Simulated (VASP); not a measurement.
Runs of VASP 6.6.1 on CdSe. The structure is that of space group I-4m2 (No. 119), or close to it. The cells are those of the table. 

```tsv
cell	gap on the mesh (eV)	pressure (GPa)
a = 4.606, b = 4.382 Å, angles 61.6, 56.8, 61.6°, 2 atoms	0.16	-3.4
a = 4.066, b = 4.382 Å, angles 57.4, 65.2, 57.4°, 2 atoms	(a)	10.1
a = 4.274, b = 4.382 Å, angles 59.2, 61.7, 59.2°, 2 atoms	0.50	2.8
a = 4.722, b = 4.382 Å, angles 62.4, 55.3, 62.4°, 2 atoms	none	(b)
a = 4.168, b = 4.382 Å, angles 58.3, 63.4, 58.3°, 2 atoms	(c)	6.1
```

Alike in all rows: task single point; level PBE; potentials or basis VASP PAW PBE potentials, release 64 (Cd, Se); no spin polarisation; k mesh 10 × 10 × 10; cutoff (eV) 520; smearing gaussian 0.05 eV.

Task: Fill in the values left out.

Result: (a) 0.55; (b) -4.6; (c) 0.51.

Caveats: semilocal functionals underestimate gaps, and a narrow one can read as zero; the cell stands under tension (at least some runs); the cell stands under pressure (at least some runs).

A k mesh can miss the band edges, and the runs leave out spin-orbit coupling on Cd, Se.

A gap of «none» marks levels without a gap at the run's occupations.
